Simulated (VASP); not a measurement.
Crystal: BaB.

```
CELL_PARAMETERS angstrom
0.00000 3.08279 3.08279
3.08279 0.00000 3.08279
3.08279 3.08279 0.00000
ATOMIC_POSITIONS crystal
Ba 0.50000 0.50000 0.50000
B 0.00000 0.00000 0.00000
```

Base run:

| Item | Value |
| --- | --- |
| Program | VASP 6.6.1 |
| Functional | PBE |
| Potentials or basis | VASP PAW PBE potentials, release 64 (Ba_sv, B) |
| Cutoff | 520 eV |
| k mesh | 10 × 10 × 10 |
| Occupations | gaussian, width 0.05 eV |
| Spin | no spin polarisation |

Its results: pressure 0.5 GPa.

Task: After a change of settings the same cell gave: pressure -1.2 GPa. Which change was it?
A. functional from PBE to PBEsol
B. functional from PBE to r2SCAN; further incar settings from ALGO = Normal; EDIFF = 1e-06; NBANDS = 14 to ALGO = Normal; EDIFF = 1e-07; NBANDS = 14
C. functional from PBE to LDA; potentials or basis from VASP PAW PBE potentials, release 64 (Ba_sv, B) to VASP PAW LDA potentials, release 64 (Ba_sv, B)

Result: A.

PBEsol binds more tightly than PBE, so the same cell stands under less pressure.

Caveats: the PAW data sets were made with another functional, which shifts forces and pressure a little (some runs).
